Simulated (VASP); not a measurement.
# KBr (Pm-3m) in VASP: notebook, part 3 of 3

VASP 6.6.1. Earlier steps stand in the parts before.

## Step 6: Single point, r2SCAN

This run uses another cell than the first one, of 31.42 Å³/atom, 1.033 times its volume.

Contents of POSCAR:

```
KBr
1.0
    3.9758688753      0.0000000000      0.0000000000
    0.0000000000      3.9758688753      0.0000000000
    0.0000000000      0.0000000000      3.9758688753
K Br
1 1
Direct
    0.0000000000      0.0000000000      0.0000000000
    0.5000000000      0.5000000000      0.5000000000
```

Contents of INCAR.step1:

```
SYSTEM = KBr
PREC = Accurate
ENCUT = 520
ISMEAR = -1
SIGMA = 0.02
LREAL = .False.
LASPH = .True.
NELM = 60
NBANDS = 15
GGA = PE
ALGO = Normal
EDIFF = 1E-4
LWAVE = .True.
LCHARG = .False.
```

Contents of INCAR.step2:

```
SYSTEM = KBr
PREC = Accurate
ENCUT = 520
EDIFF = 1E-6
ISMEAR = -1
SIGMA = 0.02
LREAL = .False.
LASPH = .True.
NELM = 60
ALGO = Normal
ISIF = 2
LWAVE = .False.
LCHARG = .False.
METAGGA = R2SCAN
LMIXTAU = .True.
NBANDS = 15
ISTART = 1
```

Contents of KPOINTS:

```
regular mesh
0
Gamma
  6 6 6
  0 0 0
```

Potentials or basis: VASP PAW PBE potentials, release 64 (K_sv, Br).

Command:

```bash
$ cat potpaw_PBE.64/K_sv/POTCAR potpaw_PBE.64/Br/POTCAR > POTCAR
$ cp INCAR.step1 INCAR
$ mpirun -np 1 vasp_std > vasp.out
$ cp INCAR.step2 INCAR
$ mpirun -np 1 vasp_std > vasp.out
```

OUTCAR:

```text
SYSTEM = KBr
   PREC = Accurate
   ENCUT = 520
   EDIFF = 1E-6
   ISMEAR = -1
   LREAL = .False.
   LASPH = .True.
   NELM = 60
   ISIF = 2
   METAGGA = R2SCAN
   ISTART = 1

 ion  position               nearest neighbor table
   1  0.000  0.000  0.000-
   2  0.500  0.500  0.500-

  LATTYP: Found a simple cubic cell.
 ALAT       =     3.9758688753

  Lattice vectors:

 A1 = (   3.9758688753,   0.0000000000,   0.0000000000)
 A2 = (   0.0000000000,   3.9758688753,   0.0000000000)
 A3 = (   0.0000000000,   0.0000000000,   3.9758688753)

Analysis of symmetry for initial positions (statically):
=====================================================================
 Subroutine PRICEL returns:
 Original cell was already a primitive cell.

 Routine SETGRP: Setting up the symmetry group for a
 simple cubic supercell.

 Subroutine GETGRP returns: Found 48 space group operations
 (whereof 48 operations were pure point group operations)
 out of a pool of 48 trial point group operations.

The static configuration has the point symmetry O_h .

Analysis of symmetry for dynamics (positions and initial velocities):
=====================================================================
 Subroutine PRICEL returns:
 Original cell was already a primitive cell.

 Routine SETGRP: Setting up the symmetry group for a
 simple cubic supercell.

 Subroutine GETGRP returns: Found 48 space group operations
 (whereof 48 operations were pure point group operations)
 out of a pool of 48 trial point group operations.

The dynamic configuration has the point symmetry O_h .

 Subroutine INISYM returns: Found 48 space group operations
 (whereof 48 operations are pure point group operations),
 and found     1 'primitive' translations

----------------------------------------------------------------------------------------

                                     Primitive cell

  volume of cell :      62.8487

  direct lattice vectors                    reciprocal lattice vectors
     3.975868875  0.000000000  0.000000000     0.251517349  0.000000000  0.000000000
     0.000000000  3.975868875  0.000000000     0.000000000  0.251517349  0.000000000
     0.000000000  0.000000000  3.975868875     0.000000000  0.000000000  0.251517349

  length of vectors
     3.975868875  3.975868875  3.975868875     0.251517349  0.251517349  0.251517349

  position of ions in fractional coordinates (direct lattice)
     0.000000000  0.000000000  0.000000000
     0.500000000  0.500000000  0.500000000

  ion indices of the primitive-cell ions
   primitive index   ion index
                 1           1
                 2           2

----------------------------------------------------------------------------------------

 KPOINTS: regular mesh

Automatic generation of k-mesh.
 Grid dimensions read from file:
 generate k-points for:    6    6    6

 Generating k-lattice:

  Cartesian coordinates                     Fractional coordinates (reciprocal lattice)
     0.041919558  0.000000000  0.000000000     0.166666667  0.000000000  0.000000000
     0.000000000  0.041919558  0.000000000     0.000000000  0.166666667  0.000000000
     0.000000000  0.000000000  0.041919558     0.000000000  0.000000000  0.166666667

  Length of vectors
     0.041919558  0.041919558  0.041919558

  Shift w.r.t. Gamma in fractional coordinates (k-lattice)
     0.000000000  0.000000000  0.000000000

 Subroutine IBZKPT returns following result:
 ===========================================

 Found     20 irreducible k-points:

 Following reciprocal coordinates:
            Coordinates               Weight
  0.000000  0.000000  0.000000      1.000000
  0.166667  0.000000  0.000000      6.000000
  0.333333  0.000000  0.000000      6.000000
  0.500000  0.000000  0.000000      3.000000
  0.166667  0.166667  0.000000     12.000000
  0.333333  0.166667  0.000000     24.000000
[... 12 lines left out ...]
  0.500000  0.500000  0.333333      6.000000
  0.500000  0.500000  0.500000      1.000000
   k-points           NKPTS =     20   k-points in BZ     NKDIM =     20   number of bands    NBANDS=     15
   number of dos      NEDOS =    301   number of ions     NIONS =      2
   total plane-waves  NPLWV =  27000
   dimension x,y,z NGX =    30 NGY =   30 NGZ =   30
   dimension x,y,z NGXF=    60 NGYF=   60 NGZF=   60
   ions per type =               1   1
   NGX,Y,Z   is equivalent  to a cutoff of  12.54, 12.54, 12.54 a.u.
   NGXF,Y,Z  is equivalent  to a cutoff of  25.09, 25.09, 25.09 a.u.
 SYSTEM =  KBr
   PREC   = accura    normal or accurate (medium, high low for compatibility)
   ISTART =      1    job   : 0-new  1-cont  2-samecut
   ICHARG =      0    charge: 1-file 2-atom 10-const
   ISPIN  =      1    spin polarized calculation?
   LNONCOLLINEAR =      F non collinear calculations
   LSORBIT =      F    spin-orbit coupling
   LASPH  =      T    aspherical Exc in radial PAW
   ENCUT  =  520.0 eV  38.22 Ry    6.18 a.u.   7.39  7.39  7.39*2*pi/ulx,y,z
   NELM   =     60;   NELMIN=  2; NELMDL=  0     # of ELM steps
   EDIFF  = 0.1E-05   stopping-criterion for ELM
   LREAL  =      F    real-space projection
   EDIFFG = 0.1E-04   stopping-criterion for IOM
   NSW    =      0    number of steps for IOM
   IBRION =     -1    ionic relax: 0-MD 1-quasi-New 2-CG
   NFREE  =      0    steps in history (QN), initial steepest desc. (CG)
   ISIF   =      2    stress and relaxation
   ISYM   =      2    0-nonsym 1-usesym 2-fastsym
   POTIM  = 0.5000    time-step for ionic-motion
   TEBEG  =    0.0;   TEEND  =   0.0 temperature during run
   PSTRESS=    0.0 pullay stress
   NELECT =      16.0000    total number of electrons
   NUPDOWN=      -1.0000    fix difference up-down
   EMIN   =  10.00;   EMAX   =-10.00  energy-range for DOS
   EFERMI =   0.00;   METHOD = LEGACY
   ISMEAR =    -1;   SIGMA  =   0.02  broadening in eV -4-tet -1-fermi 0-gaus
   EFERMI_NEDOS =   21; number of points for ismear=-14 and -15
   IALGO  =     38    algorithm
   IMIX   =      4    mixing-type and parameters
     AMIX     =   0.40;   BMIX     =  1.00
     AMIX_MAG =   1.60;   BMIX_MAG =  1.00
  volume/ion in A,a.u.               =      31.42       212.06
  Fermi-wavevector in a.u.,A,eV,Ry     =   1.037567  1.960717 14.647285  1.076545
  Thomas-Fermi vector in A             =   2.172011
   LORBIT       =      0    0 simple, 1 ext, 2 COOP (PROOUT), +10 PAW based schemes
   METAGGA = R2SCAN    functional components
   LHFCALC =     F    Hartree Fock is set to
   AEXX    =    0.0000 exact exchange contribution
   IVDW    =     0    specifies the selected vdW correction
   LEPSILON=     F    determine dielectric tensor
   LRPA    =     F    only Hartree local field effects (RPA)
 non-spin polarized calculation
  energy-cutoff  :      520.00
  volume of cell :       62.85
 maximum number of plane-waves:      1743
 NGX is ok and might be reduce to    30
   NGX = 15   NGY = 15   NGZ = 15

 number of electron      15.9999996 magnetization

 Free energy of the ion-electron system (eV)
  ---------------------------------------------------
  ext. energy  EPLUGINS =         0.00000000
  ---------------------------------------------------
  free energy    TOTEN  =       -23.14366854 eV

  energy without entropy =      -23.14366854  energy(sigma->0) =      -23.14366854

 E-fermi :  -0.4479     XC(G=0):  -8.4224

 val. band max:       -0.8894701222   @ k =   0.5000   0.5000   0.0000
 cond. band min:       3.8826731169   @ k =   0.0000   0.0000   0.0000
 fundamental gap:      4.7721432392
 Fermi energy:        -0.4478706952

 k-point     1 :       0.0000    0.0000    0.0000
  band No.  band energies     occupation
      1     -30.6349      2.00000
      2     -14.2178      2.00000
      3     -13.2865      2.00000
      4     -13.2865      2.00000
      5     -13.2865      2.00000
      6      -1.1693      2.00000
      7      -1.1693      2.00000
      8      -1.1693      2.00000
      9       3.8827      0.00000
     10       5.4603      0.00000
     11       5.4603      0.00000
     12       9.6661      0.00000
     13       9.6661      0.00000
     14       9.6661      0.00000
[... 329 lines left out ...]
      2     -13.7737      2.00000
      3     -13.4097      2.00000
      4     -13.4097      2.00000
      5     -13.4097      2.00000
      6      -2.4504      2.00000
      7      -2.4504      2.00000
      8      -2.4504      2.00000
      9       7.2572      0.00000
     10       7.2572      0.00000
     11       7.2572      0.00000
     12       9.5262      0.00000
     13       9.5262      0.00000
     14       9.5262      0.00000
     15      11.2215      0.00000

------------------------ aborting loop because EDIFF is reached ----------------------------------------

  FORCE on cell =-STRESS in cart. coord.  units (eV):
  Direction    XX          YY          ZZ          XY          YZ          ZX
  --------------------------------------------------------------------------------------
  -------------------------------------------------------------------------------------
  Total       -0.0031929     -0.0031929     -0.0031929      0.0000000     -0.0000000      0.0000000
  in kB       -0.0813957     -0.0813957     -0.0813957      0.0000000     -0.0000000      0.0000000
  external PRESSURE =      -0.0813957 kB  Pullay stress =       0.0000000 kB

 VOLUME and BASIS-vectors are now :
 -----------------------------------------------------------------------------
  energy-cutoff  :      520.00
  volume of cell :       62.85
      direct lattice vectors                 reciprocal lattice vectors
     3.975868875  0.000000000  0.000000000     0.251517349  0.000000000  0.000000000
     0.000000000  3.975868875  0.000000000     0.000000000  0.251517349  0.000000000
     0.000000000  0.000000000  3.975868875     0.000000000  0.000000000  0.251517349

 POSITION                                       TOTAL-FORCE (eV/Angst)
 -----------------------------------------------------------------------------------
      0.00000      0.00000      0.00000         0.000000      0.000000      0.000000
      1.98793      1.98793      1.98793         0.000000      0.000000      0.000000
 -----------------------------------------------------------------------------------
    total drift:                                0.000000      0.000000     -0.000000

  FREE ENERGIE OF THE ION-ELECTRON SYSTEM (eV)
  ---------------------------------------------------
  free  energy   TOTEN  =       -23.1436685418 eV

  energy  without entropy=      -23.1436685418  energy(sigma->0) =      -23.14366854
```

OUTCAR.step1:

```text
SYSTEM = KBr
   PREC = Accurate
   ENCUT = 520
   ISMEAR = -1
   LREAL = .False.
   LASPH = .True.
[... 574 lines left out ...]
      0.00000      0.00000      0.00000         0.000000      0.000000      0.000000
      1.98793      1.98793      1.98793         0.000000      0.000000      0.000000
 -----------------------------------------------------------------------------------
    total drift:                                0.000000      0.000000     -0.000000

  FREE ENERGIE OF THE ION-ELECTRON SYSTEM (eV)
  ---------------------------------------------------
  free  energy   TOTEN  =        -6.0697225479 eV

  energy  without entropy=       -6.0697225479  energy(sigma->0) =       -6.06972255
```

OSZICAR.step1:

```text
N       E                     dE             d eps       ncg     rms          rms(c)
DAV:   1     0.100466790707E+03    0.10047E+03   -0.70205E+03   600   0.959E+02
DAV:   2    -0.526620645920E+00   -0.10099E+03   -0.94052E+02   783   0.234E+02
DAV:   3    -0.604353279895E+01   -0.55169E+01   -0.54867E+01   825   0.490E+01
DAV:   4    -0.626015022054E+01   -0.21662E+00   -0.21660E+00   893   0.818E+00
DAV:   5    -0.626216074582E+01   -0.20105E-02   -0.20105E-02   853   0.867E-01    0.280E+00
DAV:   6    -0.609434350317E+01    0.16782E+00   -0.14542E-01   733   0.223E+00    0.209E+00
DAV:   7    -0.606660569062E+01    0.27738E-01   -0.88430E-02   768   0.191E+00    0.986E-01
DAV:   8    -0.606938252795E+01   -0.27768E-02   -0.13148E-02   747   0.844E-01    0.103E-01
DAV:   9    -0.606957882081E+01   -0.19629E-03   -0.42031E-04   811   0.163E-01    0.771E-02
DAV:  10    -0.606972009152E+01   -0.14127E-03   -0.18328E-04   619   0.963E-02    0.127E-02
DAV:  11    -0.606972254794E+01   -0.24564E-05   -0.93906E-06   433   0.226E-02
   1 F= -.60697225E+01 E0= -.60697225E+01  d E =-.397894E-13
```

Run time: 56 s. Hardware: 1 thread of Intel Xeon Platinum 8488C (Sapphire Rapids), shared host; peak memory 0.17 GiB.

Results:

```
Free energy            : -23.1437 eV
Pressure               : 0.0 GPa
Band gap on the k mesh : 4.77 eV, indirect (least direct gap 5.05 eV)
```

Caveat: the PAW data sets were made with another functional, which shifts forces and pressure a little.

## Step 7: The runs side by side

| level | potentials or basis | cell | smearing | gap on the mesh (eV) | pressure (GPa) |
| --- | --- | --- | --- | --- | --- |
| PBEsol | VASP PAW PBE potentials, release 64 (K_sv, Br) | a = 3.933 Å, 2 atoms | fermi-dirac 0.02 eV | 3.96 | 0.1 |
| PBE | VASP PAW PBE potentials, release 64 (K_sv, Br) | a = 3.976 Å, 2 atoms | fermi-dirac 0.02 eV | 4.02 | 0.9 |
| LDA | VASP PAW LDA potentials, release 64 (K_sv, Br) | a = 3.976 Å, 2 atoms | gaussian 0.01 eV | 3.63 | -2.0 |
| PBE | VASP PAW PBE potentials, release 64 (K_sv, Br) | a = 4.043 Å, 2 atoms | fermi-dirac 0.02 eV | 3.86 | 0.0 |
| r2SCAN | VASP PAW PBE potentials, release 64 (K_sv, Br) | a = 3.976 Å, 2 atoms | fermi-dirac 0.02 eV | 4.77 | 0.0 |

Alike in all rows: task single point; no spin polarisation; k mesh 6 × 6 × 6; cutoff (eV) 520.

Caveats: the PAW data sets were made with another functional, which shifts forces and pressure a little (some runs).

Absolute energies hang on the potentials; compare differences alone.
